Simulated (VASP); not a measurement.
# TaN (P1) in VASP: single point with PBE

Aim: the single point of TaN with PBE.

All numbers are computed with VASP 6.6.1; they aren't measurements. Logs are shortened: lines on timing, memory, paths and dates and some standing lists are left out, and cuts for length are marked.

## (1) The cell of the first run

The typed cell holds 2 atoms: a = 2.938 Å, b = 2.938 Å, c = 2.883 Å, α = 90.00°, β = 90.00°, γ = 120.00°.

## (2) Single point, PBE

INCAR

```
ALGO = Normal
EDIFF = 1E-6
ENCUT = 520
GGA = PE
ISIF = 2
ISMEAR = 0
LASPH = True
LCHARG = True
LELF = True
LREAL = False
LVHAR = True
LWAVE = False
NBANDS = 15
NELM = 60
PREC = Accurate
SIGMA = 0.05
```

KPOINTS

```
k-points
0
Gamma
  12 12 10
```

POSCAR

```
TaN
1.0
    2.9380000000      0.0000000000      0.0000000000
   -1.4690000000      2.5443826363      0.0000000000
    0.0000000000      0.0000000000      2.8830000000
Ta N
1 1
Direct
    0.3333333333      0.6666666667      0.5000000000
    0.0587643674      0.0326381453     -0.0025144235
```

Potentials or basis: VASP PAW PBE potentials, release 64 (Ta_pv, N).

Launch:

```bash
$ cat potpaw_PBE.64/Ta_pv/POTCAR potpaw_PBE.64/N/POTCAR > POTCAR
$ mpirun -np 1 vasp_std > vasp.out
```

OUTCAR:

```text
EDIFF = 1E-6
   ENCUT = 520
   GGA = PE
   ISIF = 2
   ISMEAR = 0
   LASPH = True
   LREAL = False
   NELM = 60
   PREC = Accurate

 ion  position               nearest neighbor table
   1  0.333  0.667  0.500-   2 2.16   2 2.17   2 2.18   2 2.18   2 2.34   2 2.35
   2  0.059  0.033  0.997-   1 2.16   1 2.17   1 2.18   1 2.18   1 2.34   1 2.35

  LATTYP: Found a hexagonal cell.
 ALAT       =     2.9380000000
 C/A-ratio  =     0.9812797822

  Lattice vectors:

 A1 = (   2.9380000000,   0.0000000000,   0.0000000000)
 A2 = (  -1.4690000000,   2.5443826363,   0.0000000000)
 A3 = (   0.0000000000,   0.0000000000,   2.8830000000)

Analysis of symmetry for initial positions (statically):
=====================================================================
 Subroutine PRICEL returns:
 Original cell was already a primitive cell.

 Routine SETGRP: Setting up the symmetry group for a
 hexagonal supercell.

 Subroutine GETGRP returns: Found  1 space group operations
 (whereof  1 operations were pure point group operations)
 out of a pool of 24 trial point group operations.

The static configuration has the point symmetry C_1 .

Analysis of symmetry for dynamics (positions and initial velocities):
=====================================================================
 Subroutine PRICEL returns:
 Original cell was already a primitive cell.

 Routine SETGRP: Setting up the symmetry group for a
 hexagonal supercell.

 Subroutine GETGRP returns: Found  1 space group operations
 (whereof  1 operations were pure point group operations)
 out of a pool of 24 trial point group operations.

The dynamic configuration has the point symmetry C_1 .

 Subroutine INISYM returns: Found  1 space group operations
 (whereof  1 operations are pure point group operations),
 and found     1 'primitive' translations

----------------------------------------------------------------------------------------

                                     Primitive cell

  volume of cell :      21.5516

  direct lattice vectors                    reciprocal lattice vectors
     2.938000000  0.000000000  0.000000000     0.340367597  0.196511324  0.000000000
    -1.469000000  2.544382636  0.000000000     0.000000000  0.393022648  0.000000000
     0.000000000  0.000000000  2.883000000     0.000000000  0.000000000  0.346860909

  length of vectors
     2.938000000  2.938000000  2.883000000     0.393022648  0.393022648  0.346860909

  position of ions in fractional coordinates (direct lattice)
     0.333333333  0.666666667  0.500000000
     0.058764367  0.032638145  0.997485576

  ion indices of the primitive-cell ions
   primitive index   ion index
                 1           1
                 2           2

----------------------------------------------------------------------------------------

 KPOINTS: k-points

Automatic generation of k-mesh.
 Grid dimensions read from file:
 generate k-points for:   12   12   10

 Generating k-lattice:

  Cartesian coordinates                     Fractional coordinates (reciprocal lattice)
     0.028363966  0.016375944  0.000000000     0.083333333 -0.000000000  0.000000000
     0.000000000  0.032751887  0.000000000     0.000000000  0.083333333  0.000000000
     0.000000000  0.000000000  0.034686091     0.000000000  0.000000000  0.100000000

  Length of vectors
     0.032751887  0.032751887  0.034686091

  Shift w.r.t. Gamma in fractional coordinates (k-lattice)
     0.000000000  0.000000000  0.000000000

 Subroutine IBZKPT returns following result:
 ===========================================

 Found    724 irreducible k-points:

 Following reciprocal coordinates:
            Coordinates               Weight
  0.000000  0.000000  0.000000      1.000000
  0.083333  0.000000  0.000000      2.000000
  0.000000  0.083333  0.000000      2.000000
 -0.083333  0.083333  0.000000      2.000000
  0.166667  0.000000  0.000000      2.000000
  0.000000  0.166667  0.000000      2.000000
[... 16 lines left out ...]
  0.166667  0.083333  0.000000      2.000000
 -0.083333  0.250000  0.000000      2.000000
 [... further k-points ...]
   k-points           NKPTS =    724   k-points in BZ     NKDIM =    724   number of bands    NBANDS=     15
   number of dos      NEDOS =    301   number of ions     NIONS =      2
   total plane-waves  NPLWV =  13824
   dimension x,y,z NGX =    24 NGY =   24 NGZ =   24
   dimension x,y,z NGXF=    48 NGYF=   48 NGZF=   48
   ions per type =               1   1
   NGX,Y,Z   is equivalent  to a cutoff of  13.58, 13.58, 13.84 a.u.
   NGXF,Y,Z  is equivalent  to a cutoff of  27.16, 27.16, 27.68 a.u.
 SYSTEM =  unknown system
   PREC   = accura    normal or accurate (medium, high low for compatibility)
   ISTART =      0    job   : 0-new  1-cont  2-samecut
   ICHARG =      2    charge: 1-file 2-atom 10-const
   ISPIN  =      1    spin polarized calculation?
   LNONCOLLINEAR =      F non collinear calculations
   LSORBIT =      F    spin-orbit coupling
   LASPH  =      T    aspherical Exc in radial PAW
   ENCUT  =  520.0 eV  38.22 Ry    6.18 a.u.   5.46  5.46  5.36*2*pi/ulx,y,z
   NELM   =     60;   NELMIN=  2; NELMDL= -5     # of ELM steps
   EDIFF  = 0.1E-05   stopping-criterion for ELM
   LREAL  =      F    real-space projection
[... 7 lines left out ...]
   TEBEG  =    0.0;   TEEND  =   0.0 temperature during run
   PSTRESS=    0.0 pullay stress
   NELECT =      16.0000    total number of electrons
   NUPDOWN=      -1.0000    fix difference up-down
   EMIN   =  10.00;   EMAX   =-10.00  energy-range for DOS
   EFERMI =   0.00;   METHOD = LEGACY
   ISMEAR =     0;   SIGMA  =   0.05  broadening in eV -4-tet -1-fermi 0-gaus
   EFERMI_NEDOS =   21; number of points for ismear=-14 and -15
   IALGO  =     38    algorithm
   IMIX   =      4    mixing-type and parameters
     AMIX     =   0.40;   BMIX     =  1.00
     AMIX_MAG =   1.60;   BMIX_MAG =  1.00
  volume/ion in A,a.u.               =      10.78        72.72
  Fermi-wavevector in a.u.,A,eV,Ry     =   1.482365  2.801264 29.897531  2.197407
  Thomas-Fermi vector in A             =   2.596160
   LORBIT       =      0    0 simple, 1 ext, 2 COOP (PROOUT), +10 PAW based schemes
   GGA     = PE    functional components
   LHFCALC =     F    Hartree Fock is set to
   AEXX    =    0.0000 exact exchange contribution
   IVDW    =     0    specifies the selected vdW correction
   LEPSILON=     F    determine dielectric tensor
   LRPA    =     F    only Hartree local field effects (RPA)
 non-spin polarized calculation
 Gauss-broadening in eV      SIGMA  =   0.05
  energy-cutoff  :      520.00
  volume of cell :       21.55
 maximum number of plane-waves:       599
 NGX is ok and might be reduce to    24
   NGX = 11   NGY = 11   NGZ = 11

 number of electron      16.0000000 magnetization

 Free energy of the ion-electron system (eV)
  ---------------------------------------------------
  ext. energy  EPLUGINS =         0.00000000
  ---------------------------------------------------
  free energy    TOTEN  =       -22.30074940 eV

  energy without entropy =      -22.30061223  energy(sigma->0) =      -22.30068081

 E-fermi :   8.3371     XC(G=0): -13.3404

 val. band max:        8.3322338062   @ k =   0.0000   0.0833   0.5000
 cond. band min:       8.3782430223   @ k =   0.0000   0.0000   0.3000
 fundamental gap:      0.0460092162
 Fermi energy:         8.3371178617

 k-point     1 :       0.0000    0.0000    0.0000
  band No.  band energies     occupation
      1     -26.5936      2.00000
      2     -26.3305      2.00000
      3     -26.3213      2.00000
      4      -9.5348      2.00000
      5       3.4124      2.00000
      6       3.8888      2.00000
      7       4.2385      2.00000
      8       5.2956      2.00000
      9      10.0739      0.00000
     10      11.1112      0.00000
     11      12.0846      0.00000
     12      12.4452      0.00000
     13      12.8386      0.00000
     14      21.3530      0.00000
     15      21.6778      0.00000

 k-point     2 :       0.0833    0.0000    0.0000
  band No.  band energies     occupation
      1     -26.5846      2.00000
      2     -26.4033      2.00000
      3     -26.3371      2.00000
      4      -9.4046      2.00000
      5       3.1453      2.00000
      6       3.9806      2.00000
      7       4.2879      2.00000
      8       5.1484      2.00000
      9      10.4770      0.00000
     10      11.1790      0.00000
     11      12.0147      0.00000
     12      12.5094      0.00000
     13      12.6715      0.00000
     14      21.0661      0.00000
     15      21.6477      0.00000

 k-point     3 :       0.0000    0.0833    0.0000
  band No.  band energies     occupation
      1     -26.5838      2.00000
      2     -26.3993      2.00000
      3     -26.3446      2.00000
      4      -9.3839      2.00000
      5       3.2205      2.00000
      6       3.7619      2.00000
      7       4.4172      2.00000
      8       5.0559      2.00000
      9      10.5136      0.00000
     10      10.9008      0.00000
     11      12.1559      0.00000
     12      12.5641      0.00000
     13      12.8678      0.00000
     14      21.4458      0.00000
     15      21.6962      0.00000

 k-point     4 :      -0.0833    0.0833    0.0000
  band No.  band energies     occupation
      1     -26.5839      2.00000
      2     -26.4001      2.00000
      3     -26.3436      2.00000
      4      -9.3850      2.00000
      5       3.2254      2.00000
      6       3.7429      2.00000
      7       4.4334      2.00000
      8       5.0611      2.00000
      9      10.5249      0.00000
     10      10.8897      0.00000
     11      12.1364      0.00000
     12      12.5731      0.00000
     13      12.8727      0.00000
     14      21.4279      0.00000
     15      21.6896      0.00000
[... 307 lines left out ...]
 k-point    22 :      -0.1667    0.0833    0.0000
  band No.  band energies     occupation
      1     -26.5671      2.00000
      2     -26.5326      2.00000
      3     -26.3736      2.00000
      4      -9.1410      2.00000
      5       2.6086      2.00000
      6       4.0175      2.00000
      7       4.6408      2.00000
      8       4.8224      2.00000
      9      10.8011      0.00000
     10      11.1987      0.00000
     11      11.8493      0.00000
     12      12.8021      0.00000
     13      12.8305      0.00000
     14      21.0187      0.00000
     15      21.6432      0.00000

 k-point    23 :       0.1667    0.0833    0.0000
  band No.  band energies     occupation
      1     -26.7488      2.00000
      2     -26.5377      2.00000
      3     -26.4333      2.00000
      4      -8.7102      2.00000
      5       1.8419      2.00000
      6       4.2471      2.00000
      7       4.4036      2.00000
      8       5.0815      2.00000
      9      10.5093      0.00000
     10      11.4898      0.00000
     11      11.9575      0.00000
     12      13.0446      0.00000
     13      13.3472      0.00000
     14      20.8444      0.00000
     15      21.6373      0.00000

 k-point    24 :      -0.0833    0.2500    0.0000
  band No.  band energies     occupation
      1     -26.7645      2.00000
      2     -26.5329      2.00000
      3     -26.4378      2.00000
      4      -8.5679      2.00000
      5       1.7702      2.00000
      6       3.9664      2.00000
      7       4.0993      2.00000
      8       5.1671      2.00000
      9       9.9230      0.00000
     10      11.8695      0.00000
     11      11.9831      0.00000
     12      13.6978      0.00000
     13      13.7623      0.00000
     14      21.6104      0.00000
     15      22.0568      0.00000

 [... further k-points ...]
[... 5 lines left out ...]
  --------------------------------------------------------------------------------------
  -------------------------------------------------------------------------------------
  Total        0.8074392      1.0648123      1.4303374     -0.1477575     -0.0262165     -0.0362429
  in kB       60.0263002     79.1598211    106.3335305    -10.9845271     -1.9489722     -2.6943540
  external PRESSURE =      81.8398839 kB  Pullay stress =       0.0000000 kB

 VOLUME and BASIS-vectors are now :
 -----------------------------------------------------------------------------
  energy-cutoff  :      520.00
  volume of cell :       21.55
      direct lattice vectors                 reciprocal lattice vectors
     2.938000000  0.000000000  0.000000000     0.340367597  0.196511324  0.000000000
    -1.469000000  2.544382636  0.000000000     0.000000000  0.393022648  0.000000000
     0.000000000  0.000000000  2.883000000     0.000000000  0.000000000  0.346860909

 POSITION                                       TOTAL-FORCE (eV/Angst)
 -----------------------------------------------------------------------------------
     -0.00000      1.69626      1.44150         1.471477      1.017299     -0.110208
      0.12470      0.08304      2.87575        -1.471477     -1.017299      0.110208
 -----------------------------------------------------------------------------------
    total drift:                               -0.000006      0.000047     -0.000074

  FREE ENERGIE OF THE ION-ELECTRON SYSTEM (eV)
  ---------------------------------------------------
  free  energy   TOTEN  =       -22.3007493976 eV

  energy  without entropy=      -22.3006122293  energy(sigma->0) =      -22.30068081
```

Wall time 6.8 min (1 thread of AMD EPYC 7R13, shared host); peak memory 0.31 GiB.

What came out:

```yaml
Free_energy: -22.3007 eV
Pressure: 8.2 GPa
Largest_force: 1.792 eV/Å
Band_gap_on_the_k_mesh: zero (bands 8 and 9 overlap by 0.30 eV)
```

Forces on the atoms (eV/Å):
```
Ta   1.471  1.017 -0.110
N   -1.471 -1.017  0.110
```

Levels at points of the mesh, in eV from the Fermi level:
| k point | band 5 | band 6 | band 7 | band 8 | band 9 | band 10 | band 11 | band 12 |
| --- | --- | --- | --- | --- | --- | --- | --- | --- |
| (0.00, 0.00, 0.00) | -4.92 | -4.45 | -4.10 | -3.04 | 1.74 | 2.77 | 3.75 | 4.11 |
| (0.50, 0.00, 0.00) | -7.96 | -4.81 | -3.59 | -3.35 | 2.81 | 4.04 | 4.07 | 5.33 |
| (0.00, 0.50, 0.00) | -8.60 | -5.59 | -4.35 | -2.35 | 2.92 | 3.90 | 5.19 | 6.01 |
| (0.50, 0.50, 0.00) | -8.56 | -5.55 | -4.43 | -2.27 | 2.89 | 3.90 | 5.21 | 5.92 |
| (0.00, 0.00, 0.50) | -9.43 | -4.63 | -2.98 | -0.42 | -0.11 | 2.03 | 2.54 | 4.62 |
| (0.50, 0.00, 0.50) | -7.79 | -6.75 | -6.16 | 0.19 | 4.05 | 5.25 | 5.89 | 7.72 |
| (0.00, 0.50, 0.50) | -7.12 | -6.04 | -5.46 | -0.82 | 3.72 | 5.27 | 5.97 | 6.89 |
| (0.50, 0.50, 0.50) | -7.16 | -6.08 | -5.48 | -0.78 | 3.66 | 5.26 | 5.97 | 6.94 |

Caveat: the cell stands under pressure; spin-orbit coupling is left out, which moves the levels of the heavy elements; forces of over 1 eV/Å act on the atoms, so gaps and moduli don't describe the material at rest.
